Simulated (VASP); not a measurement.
TaN, 2 atoms in the cell. The structure is orthorhombic, space group Fmm2 (No. 42). The conventional cell has a = 4.349 Å, b = 4.465 Å, c = 4.465 Å, α = 90.00°, β = 90.00°, γ = 90.00°. Within 2.8 Å of Ta (site symmetry mm2) lie 6 N at 2.10 to 2.37 Å. Within 2.8 Å of N (site symmetry mm2) lie 6 Ta at 2.10 to 2.37 Å.  This cell differs from its parent crystal: atoms displaced along a vibrational mode, the cell strained.

* Program: VASP 6.6.1
* Task: single point
* Functional: LDA
* Potentials or basis: VASP PAW LDA potentials, release 64 (Ta_pv, N)
* Cutoff: 520 eV
* k mesh: 18 × 18 × 18
* Occupations: gaussian, width 0.15 eV
* Spin: no spin polarisation
* Dipole correction: no
* Further INCAR settings: ALGO = Normal; EDIFF = 1e-07; NBANDS = 15

Potentials or basis: VASP PAW LDA potentials, release 64 (Ta_pv, N).

The run is started by

```bash
$ cat potpaw_LDA.64/Ta_pv/POTCAR potpaw_LDA.64/N/POTCAR > POTCAR
$ mpirun -np 1 vasp_std > vasp.out
```

Hardware: 1 thread of Intel(R) Xeon(R) Platinum 8175M CPU @ 2.50GHz (Skylake/Cascade Lake), with other jobs on the host.

Estimate the wall time of this run.

It took 3.8 min on 1 thread of Intel(R) Xeon(R) Platinum 8175M CPU @ 2.50GHz (Skylake/Cascade Lake), with other jobs on the host, peak memory 0.37 GiB. Counts: scf iterations 13, k points 865.
